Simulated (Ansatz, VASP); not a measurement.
**CaO in VASP and in Ansatz**

```
Ca O
1.0
     2.90321   -0.06271    0.00000
    -0.06271    2.90321    0.00000
     0.00000    0.00000    2.90321
Ca O
1 1
Direct
  0.00000 0.00000 0.00000
  0.50000 0.50000 0.50000
```

Change from the starting cell: shear_xy strain -4.3%.

Alike in both runs: task single point; functional PBE; k mesh 8 × 8 × 8; occupations fermi-dirac, width 0.02 eV; no spin polarisation.

|  | VASP | Ansatz |
| --- | --- | --- |
| version | VASP 6.6.1 | Ansatz 0.2.0 |
| potentials or method | VASP PAW PBE potentials, release 64 (Ca_sv, O) | plane waves, PAW |
| plane-wave cutoff (eV) | 520 | 420 |
| valence electrons in the cell | 16 | 16 |

|  | VASP | Ansatz | Ansatz less VASP |
| --- | --- | --- | --- |
| gap on the k mesh at the Fermi level (eV) | 2.77 | 2.78 | +0.015 |
| pressure (GPa) | 4.6 | 3.9 | -0.68 |
| traceless stress, the component that is largest in VASP (GPa) | -0.24 | -0.32 | -0.080 |
